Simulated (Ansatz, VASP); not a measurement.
P in VASP and in Ansatz

The input INCAR:

```
SYSTEM = P
PREC = Accurate
ENCUT = 600
EDIFF = 1E-6
ISMEAR = 0
SIGMA = 0.1
LREAL = .FALSE.
LASPH = .TRUE.
NELM = 100
ALGO = Normal
ISIF = 3
LWAVE = .FALSE.
LCHARG = .FALSE.
GGA = PE
IBRION = 2
NSW = 100
EDIFFG = -0.01
```

Contents of KPOINTS:

```
regular mesh
0
G
  8 8 8
  0 0 0
```

Contents of POSCAR:

```
P
1.0
   -3.3636474600      3.3636474600      3.3636474600
    3.3636474600     -3.3636474600      3.3636474600
    3.3636474600      3.3636474600     -3.3636474600
P
8
Direct
    0.2060000000      0.2060000000      0.2060000000
    0.5000000000      0.0000000000      0.2940000000
    0.2940000000      0.5000000000      0.0000000000
    0.0000000000      0.2940000000      0.5000000000
    0.7940000000      0.7940000000      0.7940000000
    0.5000000000      0.0000000000      0.7060000000
    0.7060000000      0.5000000000      0.0000000000
    0.0000000000      0.7060000000      0.5000000000
```

Input for Ansatz:

```yaml
crystal:
  lattice:
    - [-3.36364746, 3.36364746, 3.36364746]
    - [3.36364746, -3.36364746, 3.36364746]
    - [3.36364746, 3.36364746, -3.36364746]
  atoms:
    - { symbol: P, position: [0.206, 0.206, 0.206] }
    - { symbol: P, position: [0.5, 0.0, 0.294] }
    - { symbol: P, position: [0.294, 0.5, 0.0] }
    - { symbol: P, position: [0.0, 0.294, 0.5] }
    - { symbol: P, position: [0.794, 0.794, 0.794] }
    - { symbol: P, position: [0.5, 0.0, 0.706] }
    - { symbol: P, position: [0.706, 0.5, 0.0] }
    - { symbol: P, position: [0.0, 0.706, 0.5] }
basis:
  ecutwfc: 420
kpoints:
  mp_grid: { grid: [8, 8, 8] }
hamiltonian:
  xc: pbe
scf:
  occupations: { method: gaussian, width: 0.1 }
output:
  forces: true
  stress: true
  eigenvalues: true
relax:
  adjacent_minimum: "off"
  f_tol: 0.01
  max_steps: 80
  cell: { stress_tol: 0.05 }
```

Alike in both runs: task relaxation of cell and atoms; functional PBE; k mesh 8 × 8 × 8; occupations gaussian, width 0.1 eV; no spin polarisation.

|  | VASP | Ansatz |
| --- | --- | --- |
| version | VASP 6.6.1 | Ansatz 0.2.0 |
| potentials or method | VASP PAW PBE potentials, release 64 (P), cutoff 600 eV | scalar-relativistic, plane waves, PAW |
| valence electrons in the cell | 40 | 40 |

|  | VASP | Ansatz | Ansatz less VASP |
| --- | --- | --- | --- |
| gap on the k mesh at the Fermi level, each at its own relaxed structure (eV) | none | none | - |
| relaxed volume (Å³/atom) | 18.54 | 18.56 | +0.020 |
| relaxed cell length with the largest relative difference (Å) | 5.776 | 5.778 | +0.0021 |

A gap of «none» marks a metal or a gap that the smearing closes.
